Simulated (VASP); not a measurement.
Runs of VASP 6.6.1 on Bi. The structure is that of space group Im-3m (No. 229), or close to it. The cells are those of the table. 

```tsv
cell	gap on the mesh (eV)	pressure (GPa)
a = 3.374 Å, angles 109.5°, 1 atom	none	(b)
a = 3.443 Å, angles 109.5°, 1 atom	none	0.4
a = 3.409 Å, angles 109.5°, 1 atom	none	2.1
a = 3.477 Å, angles 109.5°, 1 atom	none	-1.0
a = 3.510 Å, angles 109.5°, 1 atom	none	(a)
```

Alike in all rows: task single point; level PBE; potentials or basis VASP PAW PBE potentials, release 64 (Bi_d); no spin polarisation; k mesh 8 × 8 × 8; cutoff (eV) 500; smearing fermi-dirac 0.15 eV.

**Question.** Fill in the values left out.

**Answer.** (a) -2.2; (b) 4.1.

Caveats: spin-orbit coupling is left out, which moves the levels of the heavy elements.

A k mesh can miss the band edges, and the runs leave out spin-orbit coupling on Bi.

A gap of «none» marks levels without a gap at the run's occupations.
